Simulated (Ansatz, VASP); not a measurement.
## One calculation of BeAl, two programs

File INCAR:

```
PREC = Accurate ; ENCUT = 600
EDIFF = 1E-6 ; ISMEAR = 0
SIGMA = 0.1 ; LREAL = False
LASPH = True ; NELM = 60
ALGO = Normal ; ISIF = 3
LWAVE = False ; LCHARG = False
GGA = PE ; IBRION = 2
NSW = 90 ; EDIFFG = -0.04
```

The input KPOINTS:

```
Automatic mesh
0
Gamma
  6 6 6
```

POSCAR

```
BeAl
1.0
    2.7003847700      0.0000000000      0.0000000000
    0.0000000000      2.7003847700      0.0000000000
    0.0000000000      0.0000000000      3.4850819000
Be Al
1 1
Direct
    0.5000000000      0.5000000000      0.0000000000
    0.0000000000      0.0000000000      0.5000000000
```

Input for Ansatz:

```yaml
crystal:
  lattice:
    - [2.70038477, 0.0, 0.0]
    - [0.0, 2.70038477, 0.0]
    - [0.0, 0.0, 3.4850819]
  atoms:
    - { symbol: Be, position: [0.5, 0.5, 0.0] }
    - { symbol: Al, position: [0.0, 0.0, 0.5] }
basis:
  ecutwfc: 420
kpoints:
  mp_grid: { grid: [6, 6, 6] }
hamiltonian:
  xc: pbe
scf:
  occupations: { method: gaussian, width: 0.1 }
  lower_state_search: "off"
output:
  forces: true
  stress: true
  eigenvalues: true
relax:
  adjacent_minimum: "off"
  f_tol: 0.04
  max_steps: 70
  cell: { stress_tol: 0.4 }
```

Alike in both runs: task relaxation of cell and atoms; functional PBE; k mesh 6 × 6 × 6; occupations gaussian, width 0.1 eV; no spin polarisation.

|  | VASP | Ansatz |
| --- | --- | --- |
| version | VASP 6.6.1 | Ansatz 0.2.0 |
| potentials or method | VASP PAW PBE potentials, release 64 (Be, Al), cutoff 600 eV | scalar-relativistic, plane waves, PAW |
| valence electrons in the cell | 5 | 5 |

Ansatz gave:

```
gap on the k mesh at the Fermi level, each at its own relaxed structure (eV)  : none
relaxed volume (Å³/atom)                                                      : 12.61
relaxed length of the cell vector where the two differ most in proportion (Å) : 3.541
```

Which values does VASP return?

gap on the k mesh at the Fermi level, each at its own relaxed structure (eV): none; relaxed volume (Å³/atom): 12.57; relaxed length of the cell vector where the two differ most in proportion (Å): 3.532.

A gap of «none» marks a metal or a gap that the smearing closes.

The k mesh is coarse, so the values compare programs but aren't converged.
